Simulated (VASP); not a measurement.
# CuI (F-43m) in VASP: single point with PBE-based screened hybrid with 35 % exact exchange

Aim: the single point of CuI with PBE-based screened hybrid with 35 % exact exchange.

Everything below comes from runs of VASP 6.6.1. Logs are shortened: lines on timing, memory, paths and dates and some standing lists are left out, and cuts for length are marked.

**1. The cell of the first run**

It takes space group F-43m (No. 216, cubic). Conventional cell: a = 6.063 Å, b = 6.063 Å, c = 6.063 Å, α = 90.00°, β = 90.00°, γ = 90.00°. I (site symmetry -43m) has 4 Cu at 2.63 Å within 3.5 Å. Within 3.5 Å of Cu (site symmetry -43m) lie 4 I at 2.63 Å.

**2. Single point, PBE-based screened hybrid with 35 % exact exchange**

POSCAR reads:

```
CuI
1.0
    0.0000000000      3.0315000000      3.0315000000
    3.0315000000      0.0000000000      3.0315000000
    3.0315000000      3.0315000000      0.0000000000
I Cu
1 1
Direct
    0.0000000000      0.0000000000      0.0000000000
    0.7500000000      0.7500000000      0.7500000000
```

INCAR.step1 reads:

```
SYSTEM = CuI
PREC = Accurate
ENCUT = 520
EDIFF = 1E-5
ISMEAR = -1
SIGMA = 0.05
LREAL = .FALSE.
LASPH = .TRUE.
NELM = 100
ALGO = Normal
ISIF = 2
LWAVE = .TRUE.
LCHARG = .FALSE.
NBANDS = 16
GGA = PE
```

INCAR.step2 reads:

```
SYSTEM = CuI
PREC = Accurate
ENCUT = 520
EDIFF = 1E-6
ISMEAR = -1
SIGMA = 0.05
LREAL = .FALSE.
LASPH = .TRUE.
NELM = 100
ALGO = Normal
ISIF = 2
LWAVE = .FALSE.
LCHARG = .FALSE.
GGA = PE
LHFCALC = .TRUE.
AEXX = 0.35
HFSCREEN = 0.2078699
PRECFOCK = Normal
NBANDS = 16
ISTART = 1
```

KPOINTS reads:

```
Automatic mesh
0
G
  4 4 4
  0 0 0
```

Potentials or basis: VASP PAW PBE potentials, release 64 (I, Cu).

On the command line:

```bash
cat potpaw_PBE.64/I/POTCAR potpaw_PBE.64/Cu/POTCAR > POTCAR
cp INCAR.step1 INCAR
mpirun -np 1 vasp_std > vasp.out
cp INCAR.step2 INCAR
mpirun -np 1 vasp_std > vasp.out
```

OUTCAR:

```text
SYSTEM = CuI
   PREC = Accurate
   ENCUT = 520
   EDIFF = 1E-6
   ISMEAR = -1
   LREAL = .FALSE.
   LASPH = .TRUE.
   NELM = 100
   ISIF = 2
   GGA = PE
   LHFCALC = .TRUE.
   AEXX = 0.35
   HFSCREEN = 0.2078699
   PRECFOCK = Normal
   ISTART = 1

 ion  position               nearest neighbor table
   1  0.000  0.000  0.000-   2 2.63   2 2.63   2 2.63   2 2.63
   2  0.750  0.750  0.750-   1 2.63   1 2.63   1 2.63   1 2.63

  LATTYP: Found a face centered cubic cell.
 ALAT       =     6.0630000000

  Lattice vectors:

 A1 = (   0.0000000000,   3.0315000000,   3.0315000000)
 A2 = (   3.0315000000,   0.0000000000,   3.0315000000)
 A3 = (   3.0315000000,   3.0315000000,   0.0000000000)

Analysis of symmetry for initial positions (statically):
=====================================================================
 Subroutine PRICEL returns:
 Original cell was already a primitive cell.

 Routine SETGRP: Setting up the symmetry group for a
 face centered cubic supercell.

 Subroutine GETGRP returns: Found 24 space group operations
 (whereof 24 operations were pure point group operations)
 out of a pool of 48 trial point group operations.

The static configuration has the point symmetry T_d .

Analysis of symmetry for dynamics (positions and initial velocities):
=====================================================================
 Subroutine PRICEL returns:
 Original cell was already a primitive cell.

 Routine SETGRP: Setting up the symmetry group for a
 face centered cubic supercell.

 Subroutine GETGRP returns: Found 24 space group operations
 (whereof 24 operations were pure point group operations)
 out of a pool of 48 trial point group operations.

The dynamic configuration has the point symmetry T_d .

 Subroutine INISYM returns: Found 24 space group operations
 (whereof 24 operations are pure point group operations),
 and found     1 'primitive' translations

----------------------------------------------------------------------------------------

                                     Primitive cell

  volume of cell :      55.7189

  direct lattice vectors                    reciprocal lattice vectors
     0.000000000  3.031500000  3.031500000    -0.164934851  0.164934851  0.164934851
     3.031500000  0.000000000  3.031500000     0.164934851 -0.164934851  0.164934851
     3.031500000  3.031500000  0.000000000     0.164934851  0.164934851 -0.164934851

  length of vectors
     4.287188414  4.287188414  4.287188414     0.285675541  0.285675541  0.285675541

  position of ions in fractional coordinates (direct lattice)
     0.000000000  0.000000000  0.000000000
     0.750000000  0.750000000  0.750000000

  ion indices of the primitive-cell ions
   primitive index   ion index
                 1           1
                 2           2

----------------------------------------------------------------------------------------

 KPOINTS: Automatic mesh

Automatic generation of k-mesh.
 Grid dimensions read from file:
 generate k-points for:    4    4    4

 Generating k-lattice:

  Cartesian coordinates                     Fractional coordinates (reciprocal lattice)
    -0.041233713  0.041233713  0.041233713     0.250000000  0.000000000  0.000000000
     0.041233713 -0.041233713  0.041233713     0.000000000  0.250000000  0.000000000
     0.041233713  0.041233713 -0.041233713     0.000000000  0.000000000  0.250000000

  Length of vectors
     0.071418885  0.071418885  0.071418885

  Shift w.r.t. Gamma in fractional coordinates (k-lattice)
     0.000000000  0.000000000  0.000000000

 Subroutine IBZKPT returns following result:
 ===========================================

 Found      8 irreducible k-points:

 Following reciprocal coordinates:
            Coordinates               Weight
  0.000000  0.000000  0.000000      1.000000
  0.250000  0.000000  0.000000      8.000000
  0.500000  0.000000  0.000000      4.000000
  0.250000  0.250000  0.000000      6.000000
  0.500000  0.250000  0.000000     24.000000
 -0.250000  0.250000  0.000000     12.000000
  0.500000  0.500000  0.000000      3.000000
 -0.250000  0.500000  0.250000      6.000000
   k-points           NKPTS =      8   k-points in BZ     NKDIM =     64   number of bands    NBANDS=     16
   number of dos      NEDOS =    301   number of ions     NIONS =      2
   total plane-waves  NPLWV =  32768
   dimension x,y,z NGX =    32 NGY =   32 NGZ =   32
   dimension x,y,z NGXF=    64 NGYF=   64 NGZF=   64
   ions per type =               1   1
   NGX,Y,Z   is equivalent  to a cutoff of  12.41, 12.41, 12.41 a.u.
   NGXF,Y,Z  is equivalent  to a cutoff of  24.82, 24.82, 24.82 a.u.
 SYSTEM =  CuI
   PREC   = accura    normal or accurate (medium, high low for compatibility)
   ISTART =      1    job   : 0-new  1-cont  2-samecut
   ICHARG =      0    charge: 1-file 2-atom 10-const
   ISPIN  =      1    spin polarized calculation?
   LNONCOLLINEAR =      F non collinear calculations
   LSORBIT =      F    spin-orbit coupling
   LASPH  =      T    aspherical Exc in radial PAW
   ENCUT  =  520.0 eV  38.22 Ry    6.18 a.u.   7.97  7.97  7.97*2*pi/ulx,y,z
   NELM   =    100;   NELMIN=  2; NELMDL=  0     # of ELM steps
   EDIFF  = 0.1E-05   stopping-criterion for ELM
   LREAL  =      F    real-space projection
   EDIFFG = 0.1E-04   stopping-criterion for IOM
   NSW    =      0    number of steps for IOM
   IBRION =     -1    ionic relax: 0-MD 1-quasi-New 2-CG
   NFREE  =      0    steps in history (QN), initial steepest desc. (CG)
   ISIF   =      2    stress and relaxation
   ISYM   =      3    0-nonsym 1-usesym 2-fastsym
   POTIM  = 0.5000    time-step for ionic-motion
   TEBEG  =    0.0;   TEEND  =   0.0 temperature during run
   PSTRESS=    0.0 pullay stress
   NELECT =      18.0000    total number of electrons
   NUPDOWN=      -1.0000    fix difference up-down
   EMIN   =  10.00;   EMAX   =-10.00  energy-range for DOS
   EFERMI =   0.00;   METHOD = LEGACY
   ISMEAR =    -1;   SIGMA  =   0.05  broadening in eV -4-tet -1-fermi 0-gaus
   EFERMI_NEDOS =   21; number of points for ismear=-14 and -15
   IALGO  =     38    algorithm
   IMIX   =      1    mixing-type and parameters
     AMIX     =   0.40;   BMIX     =  1.00
     AMIX_MAG =   1.60;   BMIX_MAG =  1.00
  volume/ion in A,a.u.               =      27.86       188.00
  Fermi-wavevector in a.u.,A,eV,Ry     =   1.123306  2.122741 17.168055  1.261816
  Thomas-Fermi vector in A             =   2.259971
   LORBIT       =      0    0 simple, 1 ext, 2 COOP (PROOUT), +10 PAW based schemes
   GGA     = PE    functional components
   LHFCALC =     T    Hartree Fock is set to
   PRECFOCK=normal    Normal, Fast or Accurate (Low or Medium for compatibility)
   ENCUT4O =  -1.0   cutoff for four orbital integrals eV
   NKREDX  =     1    reduce k-point grid by
   NKREDY  =     1    reduce k-point grid by
   NKREDZ  =     1    reduce k-point grid by
   AEXX    =    0.3500 exact exchange contribution
   HFSCREEN=    0.2079 screening length (either q_TF or 0.3 A-1)
   HFSCREENC=   0.2079 screening length for correlation (either q_TF or 0.3 A-1)
   ENCUTFOCK=  -1.0 apply spherical cutoff to Coloumb kernel
   IVDW    =     0    specifies the selected vdW correction
   LEPSILON=     F    determine dielectric tensor
   LRPA    =     F    only Hartree local field effects (RPA)
 non-spin polarized calculation
  energy-cutoff  :      520.00
  volume of cell :       55.72
 maximum number of plane-waves:      1524
  NGX = 24; NGY = 24; NGZ = 24

 number of electron      18.0000015 magnetization

 Free energy of the ion-electron system (eV)
  ---------------------------------------------------
  ext. energy  EPLUGINS =         0.00000000
  ---------------------------------------------------
  free energy    TOTEN  =        -6.86882014 eV

  energy without entropy =       -6.86882014  energy(sigma->0) =       -6.86882014

 E-fermi :   4.1695     XC(G=0):  -6.8085

 val. band max:        3.0918112517   @ k =   0.0000   0.0000   0.0000
 cond. band min:       6.2689789228   @ k =   0.0000   0.0000   0.0000
 fundamental gap:      3.1771676711
 Fermi energy:         4.1695132052

 k-point     1 :       0.0000    0.0000    0.0000
  band No.  band energies     occupation
      1     -11.9314      2.00000
      2      -1.0760      2.00000
      3      -1.0760      2.00000
      4      -1.0760      2.00000
      5       0.3295      2.00000
      6       0.3295      2.00000
      7       3.0918      2.00000
      8       3.0918      2.00000
      9       3.0918      2.00000
     10       6.2690      0.00000
     11       9.9730      0.00000
     12       9.9730      0.00000
     13       9.9730      0.00000
     14      13.6525      0.00000
     15      14.7960      0.00000
     16      14.7960      0.00000

 k-point     2 :       0.2500    0.0000    0.0000
  band No.  band energies     occupation
      1     -11.6345      2.00000
      2      -1.6488      2.00000
      3      -1.0051      2.00000
      4      -1.0051      2.00000
      5       0.3203      2.00000
      6       0.3203      2.00000
      7       1.2851      2.00000
      8       2.6399      2.00000
      9       2.6399      2.00000
     10       7.4261      0.00000
     11      10.5549      0.00000
     12      10.5549      0.00000
     13      10.5730      0.00000
     14      13.8621      0.00000
     15      13.8621      0.00000
     16      14.1429      0.00000

 k-point     3 :       0.5000    0.0000    0.0000
  band No.  band energies     occupation
      1     -11.2955      2.00000
      2      -2.4101      2.00000
      3      -0.9438      2.00000
      4      -0.9438      2.00000
      5       0.3507      2.00000
      6       0.3507      2.00000
      7       0.4056      2.00000
      8       2.2224      2.00000
      9       2.2224      2.00000
     10       7.2706      0.00000
     11      10.4608      0.00000
     12      10.4608      0.00000
     13      12.4686      0.00000
     14      14.5390      0.00000
     15      16.2739      0.00000
     16      16.2739      0.00000

 k-point     4 :       0.2500    0.2500    0.0000
  band No.  band energies     occupation
      1     -11.5351      2.00000
      2      -1.7434      2.00000
      3      -0.9651      2.00000
      4      -0.9650      2.00000
      5       0.2481      2.00000
      6       0.3678      2.00000
      7       1.5732      2.00000
      8       1.9677      2.00000
      9       1.9677      2.00000
     10       8.2837      0.00000
     11       8.4271      0.00000
     12      11.9707      0.00000
     13      12.0195      0.00000
     14      12.0195      0.00000
     15      15.4503      0.00000
     16      17.2715      0.00000

 k-point     5 :       0.5000    0.2500    0.0000
  band No.  band energies     occupation
      1     -11.1935      2.00000
      2      -2.1295      2.00000
      3      -1.1474      2.00000
      4      -0.8660      2.00000
      5       0.2893      2.00000
      6       0.3634      2.00000
      7       0.4962      2.00000
      8       1.3174      2.00000
      9       1.5943      2.00000
     10       8.1831      0.00000
     11       9.7577      0.00000
     12      11.4418      0.00000
     13      12.2456      0.00000
     14      14.9576      0.00000
     15      16.4184      0.00000
     16      17.2374      0.00000

 k-point     6 :      -0.2500    0.2500    0.0000
  band No.  band energies     occupation
      1     -11.3078      2.00000
      2      -1.8943      2.00000
      3      -1.2796      2.00000
      4      -0.9111      2.00000
      5       0.2877      2.00000
      6       0.3344      2.00000
      7       0.7673      2.00000
      8       1.1902      2.00000
      9       2.2282      2.00000
     10       8.6753      0.00000
     11      10.2970      0.00000
     12      10.8109      0.00000
     13      11.3812      0.00000
     14      13.3359      0.00000
     15      15.7130      0.00000
     16      17.4676      0.00000

 k-point     7 :       0.5000    0.5000    0.0000
  band No.  band energies     occupation
      1     -11.0806      2.00000
      2      -2.4712      2.00000
      3      -0.7570      2.00000
      4      -0.7570      2.00000
      5       0.3387      2.00000
      6       0.4065      2.00000
      7       0.5882      2.00000
      8       0.9996      2.00000
      9       0.9996      2.00000
     10       7.4540      0.00000
     11       7.9068      0.00000
     12      14.6307      0.00000
     13      15.3740      0.00000
     14      15.3740      0.00000
     15      16.5974      0.00000
     16      17.3944      0.00000

 k-point     8 :      -0.2500    0.5000    0.2500
  band No.  band energies     occupation
      1     -11.0767      2.00000
      2      -1.8384      2.00000
      3      -1.5716      2.00000
      4      -0.7575      2.00000
      5       0.2534      2.00000
      6       0.4577      2.00000
      7       0.5402      2.00000
      8       0.5682      2.00000
      9       1.2340      2.00000
     10       9.4786      0.00000
     11       9.8926      0.00000
     12      11.2107      0.00000
     13      11.3275      0.00000
     14      15.9184      0.00000
     15      17.0614      0.00000
     16      17.3705      0.00000

------------------------ aborting loop because EDIFF is reached ----------------------------------------

  FORCE on cell =-STRESS in cart. coord.  units (eV):
  Direction    XX          YY          ZZ          XY          YZ          ZX
  --------------------------------------------------------------------------------------
  -------------------------------------------------------------------------------------
  Total        0.2356477      0.2356477      0.2356477     -0.0000000     -0.0000000      0.0000000
  in kB        6.7759639      6.7759639      6.7759639     -0.0000000     -0.0000000      0.0000000
  external PRESSURE =       6.7759639 kB  Pullay stress =       0.0000000 kB

 VOLUME and BASIS-vectors are now :
 -----------------------------------------------------------------------------
  energy-cutoff  :      520.00
  volume of cell :       55.72
      direct lattice vectors                 reciprocal lattice vectors
     0.000000000  3.031500000  3.031500000    -0.164934851  0.164934851  0.164934851
     3.031500000  0.000000000  3.031500000     0.164934851 -0.164934851  0.164934851
     3.031500000  3.031500000  0.000000000     0.164934851  0.164934851 -0.164934851

 POSITION                                       TOTAL-FORCE (eV/Angst)
 -----------------------------------------------------------------------------------
      0.00000      0.00000      0.00000        -0.000000     -0.000000     -0.000000
      4.54725      4.54725      4.54725         0.000000      0.000000      0.000000
 -----------------------------------------------------------------------------------
    total drift:                                0.000396      0.000294      0.000249

  FREE ENERGIE OF THE ION-ELECTRON SYSTEM (eV)
  ---------------------------------------------------
  free  energy   TOTEN  =        -6.8688201405 eV

  energy  without entropy=       -6.8688201405  energy(sigma->0) =       -6.86882014
```

It took 5 min on 1 thread of Oxide Virtual Turin-like, shared host; peak memory 0.26 GiB.

Results:

```yaml
Free_energy: -6.8688 eV
Pressure: 0.7 GPa
Band_gap_on_the_k_mesh: 3.18 eV
```

Caveat: the k points lie up to 0.45 Å⁻¹ apart; the PAW data sets were made with another functional, which shifts forces and pressure a little; spin-orbit coupling is left out, which moves the levels of the heavy elements.
